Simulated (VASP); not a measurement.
A run of VASP 6.6.1 is set up as follows.

Contents of INCAR:

```
PREC = Accurate
ENCUT = 600
EDIFF = 1E-6
ISMEAR = 0
SIGMA = 0.05
LREAL = False
LASPH = True
NELM = 200
ALGO = Normal
ISIF = 2
LWAVE = False
LCHARG = False
ISPIN = 2
MAGMOM = 7.51 -7.51 0.03 -0.03
LORBIT = 11
LMAXMIX = 6
LDAU = True
LDAUTYPE = 1
LDAUL = 3 -1
LDAUU = 4 0
LDAUJ = 0.7 0
LDAUPRINT = 1
GGA = PE
NBANDS = 35
GGA_COMPAT = False
```

Contents of KPOINTS:

```
regular mesh
0
Gamma
  6 6 6
```

POSCAR

```
EuS
1.0
    0.0000000000      2.9785018700      2.9785018700
    5.9570037400      2.9785018700      2.9785018700
    5.9570037400      5.9570037400      0.0000000000
Eu S
2 2
Direct
    0.5000000000      0.5000000000      0.0000000000
    0.5000000000      0.5000000000      0.5000000000
    0.0000000000      0.0000000000      0.0000000000
    0.0000000000      0.0000000000      0.5000000000
```

Potentials or basis: VASP PAW PBE potentials, release 64 (Eu, S).

Run with:

```bash
$ cat potpaw_PBE.64/Eu/POTCAR potpaw_PBE.64/S/POTCAR > POTCAR
$ mpirun -np 1 vasp_std > vasp.out
```

**Question.** Estimate the band gap on the k mesh.

**Answer.** 0.04 eV.

**Question.** What does it give for the net moment?

**Answer.** 0.00 μB per cell.

**Question.** Estimate the site moments.

**Answer.** Eu +6.67, -6.67; S +0.02, -0.02 μB.

Stress tensor (GPa, compression positive):
```
 0.05  0.00  0.00
 0.00 -0.11  0.00
 0.00  0.00 -0.11
```

Caveat: spin-orbit coupling is left out, which moves the levels of the heavy elements. A k mesh can miss the band edges.
